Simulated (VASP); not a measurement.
# Ca in VASP: single point with PBE

Aim: the single point of Ca with PBE.

Everything below comes from runs of VASP 6.6.1. Logs are shortened: lines on timing, memory, paths and dates and some standing lists are left out, and cuts for length are marked.

## 1. The cell of the first run

The cell holds a sublattice, 1 atom: a = 4.091 Å, b = 4.091 Å, c = 4.763 Å, α = 90.00°, β = 90.00°, γ = 120.00°.

## 2. Single point, PBE

INCAR reads:

```
SYSTEM = Ca
PREC = Accurate
ENCUT = 400
EDIFF = 1E-6
ISMEAR = 0
SIGMA = 0.1
LREAL = .FALSE.
LASPH = .TRUE.
NELM = 120
ALGO = Normal
ISIF = 2
LWAVE = .FALSE.
LCHARG = .FALSE.
GGA = PE
NBANDS = 11
GGA_COMPAT = .FALSE.
```

KPOINTS reads:

```
regular mesh
0
G
  9 9 8
  0 0 0
```

POSCAR reads:

```
Ca
1.0
    4.0911000000      0.0000000000      0.0000000000
   -2.0455500000      3.5429965294      0.0000000000
    0.0000000000      0.0000000000      4.7628000000
Ca
1
Direct
    0.3333333333      0.6666666667      0.0000000000
```

Potentials or basis: VASP PAW PBE potentials, release 64 (Ca_sv).

Started as:

```bash
$ cat potpaw_PBE.64/Ca_sv/POTCAR > POTCAR
$ mpirun -np 1 vasp_std > vasp.out
```

OUTCAR:

```text
SYSTEM = Ca
   PREC = Accurate
   ENCUT = 400
   EDIFF = 1E-6
   ISMEAR = 0
   LREAL = .FALSE.
   LASPH = .TRUE.
   NELM = 120
   ISIF = 2
   GGA = PE

 ion  position               nearest neighbor table
   1  0.333  0.667  0.000-

  LATTYP: Found a hexagonal cell.
 ALAT       =     4.0911000000
 C/A-ratio  =     1.1641856713

  Lattice vectors:

 A1 = (   4.0911000000,   0.0000000000,   0.0000000000)
 A2 = (  -2.0455500000,   3.5429965294,   0.0000000000)
 A3 = (   0.0000000000,   0.0000000000,   4.7628000000)

Analysis of symmetry for initial positions (statically):
=====================================================================
 Subroutine PRICEL returns:
 Original cell was already a primitive cell.

 Routine SETGRP: Setting up the symmetry group for a
 hexagonal supercell.

 Subroutine GETGRP returns: Found 24 space group operations
 (whereof 12 operations were pure point group operations)
 out of a pool of 24 trial point group operations.

The static configuration has the point symmetry D_3h.
 The point group associated with its full space group is D_6h.

Analysis of symmetry for dynamics (positions and initial velocities):
=====================================================================
 Subroutine PRICEL returns:
 Original cell was already a primitive cell.

 Routine SETGRP: Setting up the symmetry group for a
 hexagonal supercell.

 Subroutine GETGRP returns: Found 24 space group operations
 (whereof 12 operations were pure point group operations)
 out of a pool of 24 trial point group operations.

The dynamic configuration has the point symmetry D_3h.
 The point group associated with its full space group is D_6h.

 Subroutine INISYM returns: Found 24 space group operations
 (whereof 12 operations are pure point group operations),
 and found     1 'primitive' translations

----------------------------------------------------------------------------------------

                                     Primitive cell

  volume of cell :      69.0356

  direct lattice vectors                    reciprocal lattice vectors
     4.091100000  0.000000000  0.000000000     0.244433038  0.141123480  0.000000000
    -2.045550000  3.542996529  0.000000000     0.000000000  0.282246960  0.000000000
     0.000000000  0.000000000  4.762800000     0.000000000  0.000000000  0.209960527

  length of vectors
     4.091100000  4.091100000  4.762800000     0.282246960  0.282246960  0.209960527

  position of ions in fractional coordinates (direct lattice)
     0.333333333  0.666666667  0.000000000

  ion indices of the primitive-cell ions
   primitive index   ion index
                 1           1

----------------------------------------------------------------------------------------

 KPOINTS: regular mesh

Automatic generation of k-mesh.
 Grid dimensions read from file:
 generate k-points for:    9    9    8

 Generating k-lattice:

  Cartesian coordinates                     Fractional coordinates (reciprocal lattice)
     0.027159226  0.015680387  0.000000000     0.111111111 -0.000000000  0.000000000
     0.000000000  0.031360773  0.000000000     0.000000000  0.111111111  0.000000000
     0.000000000  0.000000000  0.026245066     0.000000000  0.000000000  0.125000000

  Length of vectors
     0.031360773  0.031360773  0.026245066

  Shift w.r.t. Gamma in fractional coordinates (k-lattice)
     0.000000000  0.000000000  0.000000000

 Subroutine IBZKPT returns following result:
 ===========================================

 Found     60 irreducible k-points:

 Following reciprocal coordinates:
            Coordinates               Weight
  0.000000  0.000000  0.000000      1.000000
  0.111111  0.000000  0.000000      6.000000
  0.222222  0.000000  0.000000      6.000000
  0.333333  0.000000  0.000000      6.000000
  0.444444  0.000000  0.000000      6.000000
  0.111111  0.111111  0.000000      6.000000
[... 16 lines left out ...]
  0.333333  0.222222  0.125000     24.000000
  0.333333  0.333333  0.125000      4.000000
 [... further k-points ...]
   k-points           NKPTS =     60   k-points in BZ     NKDIM =     60   number of bands    NBANDS=     11
   number of dos      NEDOS =    301   number of ions     NIONS =      1
   total plane-waves  NPLWV =  25088
   dimension x,y,z NGX =    28 NGY =   28 NGZ =   32
   dimension x,y,z NGXF=    56 NGYF=   56 NGZF=   64
   ions per type =               1
   NGX,Y,Z   is equivalent  to a cutoff of  11.38, 11.38, 11.17 a.u.
   NGXF,Y,Z  is equivalent  to a cutoff of  22.76, 22.76, 22.34 a.u.
 SYSTEM =  Ca
   PREC   = accura    normal or accurate (medium, high low for compatibility)
   ISTART =      0    job   : 0-new  1-cont  2-samecut
   ICHARG =      2    charge: 1-file 2-atom 10-const
   ISPIN  =      1    spin polarized calculation?
   LNONCOLLINEAR =      F non collinear calculations
   LSORBIT =      F    spin-orbit coupling
   LASPH  =      T    aspherical Exc in radial PAW
   ENCUT  =  400.0 eV  29.40 Ry    5.42 a.u.   6.67  6.67  7.77*2*pi/ulx,y,z
   NELM   =    120;   NELMIN=  2; NELMDL= -5     # of ELM steps
   EDIFF  = 0.1E-05   stopping-criterion for ELM
   LREAL  =      F    real-space projection
   EDIFFG = 0.1E-04   stopping-criterion for IOM
   NSW    =      0    number of steps for IOM
   IBRION =     -1    ionic relax: 0-MD 1-quasi-New 2-CG
   NFREE  =      0    steps in history (QN), initial steepest desc. (CG)
   ISIF   =      2    stress and relaxation
   ISYM   =      2    0-nonsym 1-usesym 2-fastsym
   POTIM  = 0.5000    time-step for ionic-motion
   TEBEG  =    0.0;   TEEND  =   0.0 temperature during run
   PSTRESS=    0.0 pullay stress
   NELECT =      10.0000    total number of electrons
   NUPDOWN=      -1.0000    fix difference up-down
   EMIN   =  10.00;   EMAX   =-10.00  energy-range for DOS
   EFERMI =   0.00;   METHOD = LEGACY
   ISMEAR =     0;   SIGMA  =   0.10  broadening in eV -4-tet -1-fermi 0-gaus
   EFERMI_NEDOS =   21; number of points for ismear=-14 and -15
   IALGO  =     38    algorithm
   IMIX   =      4    mixing-type and parameters
     AMIX     =   0.40;   BMIX     =  1.00
     AMIX_MAG =   1.60;   BMIX_MAG =  1.00
  volume/ion in A,a.u.               =      69.04       465.88
  Fermi-wavevector in a.u.,A,eV,Ry     =   0.859773  1.624735 10.057556  0.739210
  Thomas-Fermi vector in A             =   1.977178
   LORBIT       =      0    0 simple, 1 ext, 2 COOP (PROOUT), +10 PAW based schemes
   GGA     = PE    functional components
   LHFCALC =     F    Hartree Fock is set to
   AEXX    =    0.0000 exact exchange contribution
   IVDW    =     0    specifies the selected vdW correction
   LEPSILON=     F    determine dielectric tensor
   LRPA    =     F    only Hartree local field effects (RPA)
 non-spin polarized calculation
 Gauss-broadening in eV      SIGMA  =   0.10
  energy-cutoff  :      400.00
  volume of cell :       69.04
 maximum number of plane-waves:      1287
 NGX is ok and might be reduce to    28
   NGX = 13   NGY = 13   NGZ = 15

 number of electron      10.0000000 magnetization

 Free energy of the ion-electron system (eV)
  ---------------------------------------------------
  ext. energy  EPLUGINS =         0.00000000
  ---------------------------------------------------
  free energy    TOTEN  =        -1.39423094 eV

  energy without entropy =       -1.38903373  energy(sigma->0) =       -1.39163233

 E-fermi :   0.3187     XC(G=0):  -6.2764

 val. band max:        0.3110923216   @ k =   0.4444   0.1111   0.0000
 cond. band min:       0.3233553266   @ k =   0.3333   0.0000   0.5000
 fundamental gap:      0.0122630050
 Fermi energy:         0.3186710247

 k-point     1 :       0.0000    0.0000    0.0000
  band No.  band energies     occupation
      1     -42.6649      2.00000
      2     -23.6660      2.00000
      3     -23.5591      2.00000
      4     -23.5591      2.00000
      5      -2.8534      2.00000
      6       1.0473      0.00000
      7       2.1484      0.00000
      8       2.1484      0.00000
      9       3.0754      0.00000
     10       3.0754      0.00000
     11       3.9009      0.00000

 k-point     2 :       0.1111    0.0000    0.0000
  band No.  band energies     occupation
      1     -42.6644      2.00000
      2     -23.6652      2.00000
      3     -23.5661      2.00000
      4     -23.5609      2.00000
      5      -2.6864      2.00000
      6       1.1294      0.00000
      7       1.9875      0.00000
      8       2.2603      0.00000
      9       2.7499      0.00000
     10       3.0496      0.00000
     11       4.3701      0.00000

 k-point     3 :       0.2222    0.0000    0.0000
  band No.  band energies     occupation
      1     -42.6630      2.00000
      2     -23.6631      2.00000
      3     -23.5838      2.00000
      4     -23.5652      2.00000
      5      -2.1999      2.00000
      6       1.3267      0.00000
      7       1.6102      0.00000
      8       2.3329      0.00000
      9       2.5757      0.00000
     10       2.9854      0.00000
     11       5.1993      0.00000

 k-point     4 :       0.3333    0.0000    0.0000
  band No.  band energies     occupation
      1     -42.6615      2.00000
      2     -23.6608      2.00000
      3     -23.6038      2.00000
      4     -23.5702      2.00000
      5      -1.4431      2.00000
      6       1.1143      0.00000
      7       1.5281      0.00000
      8       2.0407      0.00000
      9       2.9143      0.00000
     10       3.0210      0.00000
     11       4.7581      0.00000

 k-point     5 :       0.4444    0.0000    0.0000
  band No.  band energies     occupation
      1     -42.6606      2.00000
      2     -23.6593      2.00000
      3     -23.6168      2.00000
      4     -23.5734      2.00000
      5      -0.5464      2.00000
      6       0.5192      0.00456
      7       1.5178      0.00000
      8       1.8939      0.00000
      9       2.8690      0.00000
     10       3.4070      0.00000
     11       4.0496      0.00000
[... 211 lines left out ...]
 k-point    21 :       0.4444    0.1111    0.1250
  band No.  band energies     occupation
      1     -42.6603      2.00000
      2     -23.6598      2.00000
      3     -23.6163      2.00000
      4     -23.5781      2.00000
      5      -0.0530      2.00000
      6       0.3552      0.60570
      7       1.5553      0.00000
      8       1.8501      0.00000
      9       2.6846      0.00000
     10       3.5468      0.00000
     11       3.8685      0.00000

 k-point    22 :       0.2222    0.2222    0.1250
  band No.  band energies     occupation
      1     -42.6609      2.00000
      2     -23.6607      2.00000
      3     -23.6049      2.00000
      4     -23.5799      2.00000
      5      -0.9101      2.00000
      6       1.0303      0.00000
      7       1.5916      0.00000
      8       1.9579      0.00000
      9       2.6192      0.00000
     10       3.2992      0.00000
     11       4.4716      0.00000

 k-point    23 :       0.3333    0.2222    0.1250
  band No.  band energies     occupation
      1     -42.6601      2.00000
      2     -23.6595      2.00000
      3     -23.6095      2.00000
      4     -23.5878      2.00000
      5      -0.0419      2.00000
      6       0.6716      0.00000
      7       1.5102      0.00000
      8       1.9412      0.00000
      9       2.4336      0.00000
     10       3.6935      0.00000
     11       3.7116      0.00000

 k-point    24 :       0.3333    0.3333    0.1250
  band No.  band energies     occupation
      1     -42.6598      2.00000
      2     -23.6591      2.00000
      3     -23.6008      2.00000
      4     -23.6008      2.00000
      5       0.5640      0.00052
      6       0.5640      0.00052
      7       1.2194      0.00000
      8       2.1434      0.00000
      9       2.1434      0.00000
     10       3.4181      0.00000
     11       4.1652      0.00000

 [... further k-points ...]
[... 5 lines left out ...]
  --------------------------------------------------------------------------------------
  -------------------------------------------------------------------------------------
  Total       -0.8232400     -0.8232400     -1.0304739     -0.0000000      0.0000000      0.0000000
  in kB      -19.1057413    -19.1057413    -23.9152222     -0.0000000      0.0000000      0.0000000
  external PRESSURE =     -20.7089016 kB  Pullay stress =       0.0000000 kB

 VOLUME and BASIS-vectors are now :
 -----------------------------------------------------------------------------
  energy-cutoff  :      400.00
  volume of cell :       69.04
      direct lattice vectors                 reciprocal lattice vectors
     4.091100000  0.000000000  0.000000000     0.244433038  0.141123480  0.000000000
    -2.045550000  3.542996529  0.000000000     0.000000000  0.282246960  0.000000000
     0.000000000  0.000000000  4.762800000     0.000000000  0.000000000  0.209960527

 POSITION                                       TOTAL-FORCE (eV/Angst)
 -----------------------------------------------------------------------------------
     -0.00000      2.36200      0.00000        -0.000000     -0.000000      0.000000
 -----------------------------------------------------------------------------------
    total drift:                                0.000000     -0.000000     -0.000000

  FREE ENERGIE OF THE ION-ELECTRON SYSTEM (eV)
  ---------------------------------------------------
  free  energy   TOTEN  =        -1.3942309357 eV

  energy  without entropy=       -1.3890337287  energy(sigma->0) =       -1.39163233
```

Run time: 36 s. Hardware: 1 thread of AMD EPYC 7R43 (Zen 3), shared host; peak memory 0.14 GiB.

What came out:

```yaml
Free_energy: -1.3942 eV
Pressure: -2.1 GPa
Band_gap_on_the_k_mesh: zero (bands 5 and 6 overlap by 1.49 eV)
```
